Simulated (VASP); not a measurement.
# Te (P3_121) in VASP: further runs

Runs on Te. Level: PBE. Tasks: single point, relaxation of cell and atoms.

Program: VASP 6.6.1. These are calculated values, not measurements. Logs are shortened: lines on timing, memory, paths and dates and some standing lists are left out, and cuts for length are marked.

### Step 1. The cell of the first run

Symmetry: P3_121, No. 152, trigonal system. The conventional cell has a = 4.522 Å, b = 4.522 Å, c = 5.954 Å, α = 90.00°, β = 90.00°, γ = 120.00°. Within 3.8 Å of Te (site symmetry 2) lie 6 Te at 2.89 to 3.51 Å.

### Step 2. Single point, PBE

INCAR

```
SYSTEM = Te
PREC     = Accurate       ! precision mode
ENCUT    = 520            ! plane-wave cutoff, eV
EDIFF    = 1E-7           ! SCF threshold, eV
ISMEAR   = -1             ! smearing method
SIGMA    = 0.05           ! smearing width, eV
LREAL    = .FALSE.        ! projectors in reciprocal space
LASPH    = .TRUE.         ! aspherical terms in the spheres
NELM     = 60             ! most SCF steps
ALGO     = Normal         ! electronic algorithm
ISIF     = 2              ! what is computed and relaxed
LWAVE    = .FALSE.        ! write WAVECAR
LCHARG   = .FALSE.        ! write CHGCAR
GGA      = PE             ! functional
NBANDS   = 16             ! bands
```

KPOINTS

```
Automatic mesh
0
G
  7 7 5
  0 0 0
```

POSCAR

```
Te
1.0
    4.5219727845      0.0000000000      0.0000000000
   -2.2609863922      3.9161433066      0.0000000000
    0.0000000000      0.0000000000      5.9537835306
Te
3
Direct
    0.7319885375      0.7319885375      0.0000000000
    0.0000000000      0.2680114625      0.6666666667
    0.2680114625      0.0000000000      0.3333333333
```

Potentials or basis: VASP PAW PBE potentials, release 64 (Te).

Launch:

```
$ cat potpaw_PBE.64/Te/POTCAR > POTCAR
$ mpirun -np 1 vasp_std > vasp.out
```

OUTCAR:

```text
SYSTEM = Te
   PREC = Accurate
   ENCUT = 520
   EDIFF = 1E-7
   ISMEAR = -1
   LREAL = .FALSE.
   LASPH = .TRUE.
   NELM = 60
   ISIF = 2
   GGA = PE

 ion  position               nearest neighbor table
   1  0.732  0.732  0.000-   2 2.89   3 2.89   2 3.51   3 3.51   3 3.51   2 3.51
   2  0.000  0.268  0.667-   1 2.89   3 2.89   1 3.51   1 3.51   3 3.51   3 3.51
   3  0.268  0.000  0.333-   1 2.89   2 2.89   1 3.51   1 3.51   2 3.51   2 3.51

  LATTYP: Found a hexagonal cell.
 ALAT       =     4.5219727845
 C/A-ratio  =     1.3166340919

  Lattice vectors:

 A1 = (   4.5219727845,   0.0000000000,   0.0000000000)
 A2 = (  -2.2609863922,   3.9161433066,   0.0000000000)
 A3 = (   0.0000000000,   0.0000000000,   5.9537835306)

Analysis of symmetry for initial positions (statically):
=====================================================================
 Subroutine PRICEL returns:
 Original cell was already a primitive cell.

 Routine SETGRP: Setting up the symmetry group for a
 hexagonal supercell.

 Subroutine GETGRP returns: Found  6 space group operations
 (whereof  2 operations were pure point group operations)
 out of a pool of 24 trial point group operations.

The static configuration has the point symmetry C_2 .
 The point group associated with its full space group is D_3 .

Analysis of symmetry for dynamics (positions and initial velocities):
=====================================================================
 Subroutine PRICEL returns:
 Original cell was already a primitive cell.

 Routine SETGRP: Setting up the symmetry group for a
 hexagonal supercell.

 Subroutine GETGRP returns: Found  6 space group operations
 (whereof  2 operations were pure point group operations)
 out of a pool of 24 trial point group operations.

The dynamic configuration has the point symmetry C_2 .
 The point group associated with its full space group is D_3 .

 Subroutine INISYM returns: Found  6 space group operations
 (whereof  2 operations are pure point group operations),
 and found     1 'primitive' translations

----------------------------------------------------------------------------------------

                                     Primitive cell

  volume of cell :     105.4337

  direct lattice vectors                    reciprocal lattice vectors
     4.521972784  0.000000000  0.000000000     0.221142419  0.127676635  0.000000000
    -2.260986392  3.916143307  0.000000000     0.000000000  0.255353270  0.000000000
     0.000000000  0.000000000  5.953783531     0.000000000  0.000000000  0.167960423

  length of vectors
     4.521972784  4.521972784  5.953783531     0.255353270  0.255353270  0.167960423

  position of ions in fractional coordinates (direct lattice)
     0.731988538  0.731988538  0.000000000
     0.000000000  0.268011462  0.666666667
     0.268011462  0.000000000  0.333333333

  ion indices of the primitive-cell ions
   primitive index   ion index
                 1           1
                 2           2
                 3           3

----------------------------------------------------------------------------------------

 KPOINTS: Automatic mesh

Automatic generation of k-mesh.
 Grid dimensions read from file:
 generate k-points for:    7    7    5

 Generating k-lattice:

  Cartesian coordinates                     Fractional coordinates (reciprocal lattice)
     0.031591774  0.018239519  0.000000000     0.142857143  0.000000000  0.000000000
     0.000000000  0.036479039  0.000000000     0.000000000  0.142857143  0.000000000
     0.000000000  0.000000000  0.033592085     0.000000000  0.000000000  0.200000000

  Length of vectors
     0.036479039  0.036479039  0.033592085

  Shift w.r.t. Gamma in fractional coordinates (k-lattice)
     0.000000000  0.000000000  0.000000000

 Subroutine IBZKPT returns following result:
 ===========================================

 Found     32 irreducible k-points:

 Following reciprocal coordinates:
            Coordinates               Weight
  0.000000  0.000000  0.000000      1.000000
  0.142857 -0.000000  0.000000      6.000000
  0.285714  0.000000  0.000000      6.000000
  0.428571  0.000000  0.000000      6.000000
  0.142857  0.142857  0.000000      6.000000
  0.285714  0.142857  0.000000     12.000000
[... 16 lines left out ...]
  0.000000  0.142857  0.400000      6.000000
  0.285714  0.000000  0.400000      6.000000
 [... further k-points ...]
   k-points           NKPTS =     32   k-points in BZ     NKDIM =     32   number of bands    NBANDS=     16
   number of dos      NEDOS =    301   number of ions     NIONS =      3
   total plane-waves  NPLWV =  62208
   dimension x,y,z NGX =    36 NGY =   36 NGZ =   48
   dimension x,y,z NGXF=    72 NGYF=   72 NGZF=   96
   ions per type =               3
   NGX,Y,Z   is equivalent  to a cutoff of  13.24, 13.24, 13.40 a.u.
   NGXF,Y,Z  is equivalent  to a cutoff of  26.47, 26.47, 26.81 a.u.
 SYSTEM =  Te
   PREC   = accura    normal or accurate (medium, high low for compatibility)
   ISTART =      0    job   : 0-new  1-cont  2-samecut
   ICHARG =      2    charge: 1-file 2-atom 10-const
   ISPIN  =      1    spin polarized calculation?
   LNONCOLLINEAR =      F non collinear calculations
   LSORBIT =      F    spin-orbit coupling
   LASPH  =      T    aspherical Exc in radial PAW
   ENCUT  =  520.0 eV  38.22 Ry    6.18 a.u.   8.41  8.41 11.07*2*pi/ulx,y,z
   NELM   =     60;   NELMIN=  2; NELMDL= -5     # of ELM steps
   EDIFF  = 0.1E-06   stopping-criterion for ELM
   LREAL  =      F    real-space projection
   EDIFFG = 0.1E-05   stopping-criterion for IOM
   NSW    =      0    number of steps for IOM
   IBRION =     -1    ionic relax: 0-MD 1-quasi-New 2-CG
   NFREE  =      0    steps in history (QN), initial steepest desc. (CG)
   ISIF   =      2    stress and relaxation
   ISYM   =      2    0-nonsym 1-usesym 2-fastsym
   POTIM  = 0.5000    time-step for ionic-motion
   TEBEG  =    0.0;   TEEND  =   0.0 temperature during run
   PSTRESS=    0.0 pullay stress
   NELECT =      18.0000    total number of electrons
   NUPDOWN=      -1.0000    fix difference up-down
   EMIN   =  10.00;   EMAX   =-10.00  energy-range for DOS
   EFERMI =   0.00;   METHOD = LEGACY
   ISMEAR =    -1;   SIGMA  =   0.05  broadening in eV -4-tet -1-fermi 0-gaus
   EFERMI_NEDOS =   21; number of points for ismear=-14 and -15
   IALGO  =     38    algorithm
   IMIX   =      4    mixing-type and parameters
     AMIX     =   0.40;   BMIX     =  1.00
     AMIX_MAG =   1.60;   BMIX_MAG =  1.00
  volume/ion in A,a.u.               =      35.14       237.17
  Fermi-wavevector in a.u.,A,eV,Ry     =   0.908181  1.716214 11.221990  0.824793
  Thomas-Fermi vector in A             =   2.032077
   LORBIT       =      0    0 simple, 1 ext, 2 COOP (PROOUT), +10 PAW based schemes
   GGA     = PE    functional components
   LHFCALC =     F    Hartree Fock is set to
   AEXX    =    0.0000 exact exchange contribution
   IVDW    =     0    specifies the selected vdW correction
   LEPSILON=     F    determine dielectric tensor
   LRPA    =     F    only Hartree local field effects (RPA)
 non-spin polarized calculation
  energy-cutoff  :      520.00
  volume of cell :      105.43
 maximum number of plane-waves:      2896
 NGX is ok and might be reduce to    36
   NGX = 17   NGY = 17   NGZ = 23

 number of electron      17.9999999 magnetization

 Free energy of the ion-electron system (eV)
  ---------------------------------------------------
  ext. energy  EPLUGINS =         0.00000000
  ---------------------------------------------------
  free energy    TOTEN  =        -9.43118571 eV

  energy without entropy =       -9.43109143  energy(sigma->0) =       -9.43113857

 E-fermi :   5.7060     XC(G=0):  -8.9146

 val. band max:        5.3610355273   @ k =   0.2857   0.2857   0.4000
 cond. band min:       5.9796657617   @ k =   0.0000   0.0000   0.4000
 fundamental gap:      0.6186302343
 Fermi energy:         5.7059592501

 k-point     1 :       0.0000    0.0000    0.0000
  band No.  band energies     occupation
      1      -7.8586      2.00000
      2      -4.6931      2.00000
      3      -4.6931      2.00000
      4       2.5337      2.00000
      5       2.7935      2.00000
      6       2.7935      2.00000
[... 8 lines left out ...]
     15      11.3973      0.00000
     16      11.8330      0.00000

 k-point     2 :       0.1429   -0.0000    0.0000
  band No.  band energies     occupation
      1      -7.7302      2.00000
      2      -4.7436      2.00000
      3      -4.6644      2.00000
      4       1.7232      2.00000
      5       2.2575      2.00000
      6       2.5629      2.00000
[... 8 lines left out ...]
     15      11.6369      0.00000
     16      11.9694      0.00000

 k-point     3 :       0.2857    0.0000    0.0000
  band No.  band energies     occupation
      1      -7.3787      2.00000
      2      -4.9660      2.00000
      3      -4.5919      2.00000
      4       0.9899      2.00000
      5       1.6324      2.00000
      6       2.1475      2.00000
[... 8 lines left out ...]
     15      12.1830      0.00000
     16      12.9577      0.00000

 k-point     4 :       0.4286    0.0000    0.0000
  band No.  band energies     occupation
      1      -6.9693      2.00000
      2      -5.3250      2.00000
      3      -4.5266      2.00000
      4       0.8720      2.00000
      5       1.3049      2.00000
      6       1.9757      2.00000
[... 8 lines left out ...]
     15      13.5301      0.00000
     16      14.1472      0.00000
[... 324 lines left out ...]
 k-point    22 :       0.1429   -0.0000    0.4000
  band No.  band energies     occupation
      1      -7.1913      2.00000
      2      -6.5321      2.00000
      3      -3.1338      2.00000
      4       1.7089      2.00000
      5       2.6046      2.00000
      6       2.8689      2.00000
[... 8 lines left out ...]
     15      11.2122      0.00000
     16      11.9351      0.00000

 k-point    23 :       0.0000    0.1429    0.4000
  band No.  band energies     occupation
      1      -7.1862      2.00000
      2      -6.5416      2.00000
      3      -3.1123      2.00000
      4       1.6342      2.00000
      5       2.3291      2.00000
      6       2.8038      2.00000
[... 8 lines left out ...]
     15      11.4164      0.00000
     16      12.1492      0.00000

 k-point    24 :       0.2857    0.0000    0.4000
  band No.  band energies     occupation
      1      -6.9038      2.00000
      2      -6.2566      2.00000
      3      -3.7629      2.00000
      4       1.1510      2.00000
      5       2.1421      2.00000
      6       2.3458      2.00000
[... 8 lines left out ...]
     15      11.5458      0.00000
     16      12.1527      0.00000

 [... further k-points ...]

------------------------ aborting loop because EDIFF is reached ----------------------------------------

  FORCE on cell =-STRESS in cart. coord.  units (eV):
  Direction    XX          YY          ZZ          XY          YZ          ZX
  --------------------------------------------------------------------------------------
  -------------------------------------------------------------------------------------
  Total        0.0008638      0.0008638      0.0013555      0.0000000      0.0000000      0.0000000
  in kB        0.0131265      0.0131265      0.0205979      0.0000000      0.0000000      0.0000000
  external PRESSURE =       0.0156169 kB  Pullay stress =       0.0000000 kB

 VOLUME and BASIS-vectors are now :
 -----------------------------------------------------------------------------
  energy-cutoff  :      520.00
  volume of cell :      105.43
      direct lattice vectors                 reciprocal lattice vectors
     4.521972784  0.000000000  0.000000000     0.221142419  0.127676635  0.000000000
    -2.260986392  3.916143307  0.000000000     0.000000000  0.255353270  0.000000000
     0.000000000  0.000000000  5.953783531     0.000000000  0.000000000  0.167960423

 POSITION                                       TOTAL-FORCE (eV/Angst)
 -----------------------------------------------------------------------------------
      1.65502      2.86657      0.00000        -0.003856     -0.006679     -0.000000
     -0.60597      1.04957      3.96919        -0.003856      0.006679      0.000000
      1.21194      0.00000      1.98459         0.007713     -0.000000     -0.000000
 -----------------------------------------------------------------------------------
    total drift:                                0.000000     -0.000000      0.000000

  FREE ENERGIE OF THE ION-ELECTRON SYSTEM (eV)
  ---------------------------------------------------
  free  energy   TOTEN  =        -9.4311857097 eV

  energy  without entropy=       -9.4310914321  energy(sigma->0) =       -9.43113857
```

It took 26 s on 1 thread of Intel Xeon 6975P-C (Granite Rapids), shared host; peak memory 0.24 GiB.

What came out:

```yaml
Free_energy: -9.4312 eV
Pressure: 0.0 GPa
Largest_force: 0.008 eV/Å
Band_gap_on_the_k_mesh: 0.62 eV (least direct gap 0.80 eV)
```

Forces on the atoms (eV/Å):
```
Te  -0.004 -0.007  0.000
Te  -0.004  0.007  0.000
Te   0.008  0.000  0.000
```

Levels at points of the mesh, in eV from the valence-band top:
| k point | band 7 | band 8 | band 9 | band 10 | band 11 | band 12 |
| --- | --- | --- | --- | --- | --- | --- |
| (0.00, 0.00, 0.00) | -1.46 | -1.46 | -0.64 | 1.15 | 1.15 | 1.70 |

Caveat: semilocal functionals underestimate gaps, and a narrow one can read as zero; spin-orbit coupling is left out, which moves the levels of the heavy elements. A k mesh can miss the band edges.

### Step 3. Relaxation of cell and atoms, PBE, target pressure 2 GPa, at which the enthalpy is minimised

This run uses another cell than the first one, of 33.93 Å³/atom.

INCAR

```
PREC = Accurate
ENCUT = 600
EDIFF = 1E-7
ISMEAR = -1
SIGMA = 0.05
LREAL = False
LASPH = True
NELM = 60
ALGO = Normal
ISIF = 3
LWAVE = False
LCHARG = False
GGA = PE
IBRION = 2
NSW = 60
EDIFFG = -0.01
PSTRESS = 20.0
```

KPOINTS

```
Automatic mesh
0
Gamma
  7 7 5
```

POSCAR

```
Te
1.0
    4.4540000000      0.0000000000      0.0000000000
   -2.2270000000      3.8572771485      0.0000000000
    0.0000000000      0.0000000000      5.9240000000
Te
3
Direct
    0.7310000000      0.7310000000      0.0000000000
    0.0000000000      0.2690000000      0.6666666667
    0.2690000000      0.0000000000      0.3333333333
```

Potentials or basis: VASP PAW PBE potentials, release 64 (Te).

Launch:

```
$ cat potpaw_PBE.64/Te/POTCAR > POTCAR
$ mpirun -np 1 vasp_std > vasp.out
```

Run time: 2.4 min. Hardware: 1 thread of Intel Xeon 6975P-C (Granite Rapids), shared host; peak memory 0.27 GiB.

It converged, with:

| Quantity | Value |
| --- | --- |
| Free energy | -9.3887 eV |
| Relaxed volume | 32.47 Å³/atom |
| Relaxed cell | a = 4.341 Å, b = 4.341 Å, c = 5.968 Å, α = 90.00°, β = 90.00°, γ = 120.00° |
| Space group after relaxing (to 0.1 Å) | P3_121 (No. 152) |
| Energy change on relaxing (the run minimises the enthalpy) | +9.5 meV/atom |
| Ionic steps | 12 |
| Pressure after relaxing | 2.0 GPa |
| Largest force after relaxing | 0.008 eV/Å |
| Band gap on the k mesh | 0.50 eV (least direct gap 0.64 eV) |

Forces in eV/Å, atoms in the order of the input:
```
Te  -0.004 -0.007  0.000
Te  -0.004  0.007  0.000
Te   0.008  0.000  0.000
```

Step by step:
```
step  energy change (eV)  largest force (eV/Å)  pressure (GPa)  volume (Å³)
   1              0.0000                0.1599            1.45       101.78
   2              0.0137                0.1969            2.09       100.07
   3              0.0283                0.2246            2.63        98.75
   4              0.0271                0.1933            2.56        98.52
   5              0.0272                0.1079            2.36        97.81
   6              0.0433                0.0294            2.13        96.37
   7              0.0347                0.0201            2.20        96.94
   8              0.0342                0.0234            2.20        96.97
   9              0.0289                0.0126            2.00        97.38
  10              0.0285                0.0118            1.99        97.41
  11              0.0285                0.0109            1.99        97.41
  12              0.0284                0.0079            2.01        97.41
```

Final structure:
```xyz
3
Lattice="4.3415 0.0000 0.0000 -2.1707 3.7598 0.0000 0.0000 0.0000 5.9676" Properties=species:S:1:pos:R:3 pbc="T T T"
Te    1.5572    2.6971    0.0000
Te    3.7279    1.0627    3.9784
Te    1.2272    0.0000    1.9892
```

Levels at points of the mesh, in eV from the valence-band top:
```
           k point  band 5  band 6  band 7  band 8  band 9  band 10  band 11  band 12  band 13
(0.00, 0.00, 0.00)   -2.42   -2.42   -1.56   -1.56   -0.91     1.18     1.18     1.86     5.08
```

Caveat: the cell is relaxed towards a set pressure, so the run minimises the enthalpy, not the energy; semilocal functionals underestimate gaps, and a narrow one can read as zero; spin-orbit coupling is left out, which moves the levels of the heavy elements.
